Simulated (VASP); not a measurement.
Crystal: W.

```
CELL_PARAMETERS angstrom
-1.54774 1.54774 1.54774
1.54774 -1.54774 1.54774
1.54774 1.54774 -1.54774
ATOMIC_POSITIONS crystal
W 0.00000 0.00000 0.00000
```

* Program: VASP 6.6.1
* Task: relaxation of cell and atoms
* Functional: PBEsol
* Potentials or basis: VASP PAW PBE potentials, release 64 (W_sv)
* Cutoff: 500 eV
* k mesh: 8 × 8 × 8
* Occupations: gaussian, width 0.1 eV
* Spin: no spin polarisation

At the start: pressure 22.4 GPa; volume 14.83 Å³/atom.

Problem. Where does the relaxation end?

Solution. Over 4 steps the energy falls by 60.6 meV/atom and the volume is 15.75 Å³/atom (+6.2 %); space group Im-3m (No. 229, to 0.05 Å).

The path:
```
step  energy change (eV)  largest force (eV/Å)  pressure (GPa)  volume (Å³)
   1              0.0000                0.0000           22.44        14.83
   2              0.6374                0.0000          -45.48        19.75
   3             -0.0600                0.0000           -2.06        15.84
   4             -0.0606                0.0000           -0.17        15.75
```

Final structure:
```yaml
crystal:
  lattice:
    - [-1.57915, 1.57915, 1.57915]
    - [1.57915, -1.57915, 1.57915]
    - [1.57915, 1.57915, -1.57915]
  atoms:
    - { symbol: W, position: [0.00000, 0.00000, 0.00000] }
```

Caveat: the PAW data sets were made with another functional, which shifts forces and pressure a little.
